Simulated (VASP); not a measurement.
Crystal: InP.

```
In P
1.0
     0.00000    3.09439    3.09439
     3.09439    0.00000    3.09439
     3.09439    3.09439    0.00000
In P
1 1
Direct
  0.00000 0.00000 0.00000
  0.25000 0.25000 0.25000
```

This cell differs from its parent crystal: strain +4.8%.

Base run:

- Program: VASP 6.6.1
- Functional: PBE
- Potentials or basis: VASP PAW PBE potentials, release 64 (In_d, P)
- Cutoff: 520 eV
- k mesh: 8 × 8 × 8
- Occupations: fermi-dirac, width 0.02 eV
- Spin: no spin polarisation

Its results: band gap on the k mesh zero (filled and empty bands touch); pressure -5.1 GPa.

The run is repeated on the same cell with these changes: functional from PBE to r2SCAN; further incar settings from ALGO = Normal; EDIFF = 1e-07; NBANDS = 16 to ALGO = Normal; EDIFF = 1e-06; NBANDS = 16. What comes out?

Band gap on the k mesh 0.22 eV, direct; pressure -7.0 GPa.

Caveats: spin-orbit coupling is left out, which moves the levels of the heavy elements; the PAW data sets were made with another functional, which shifts forces and pressure a little (some runs).

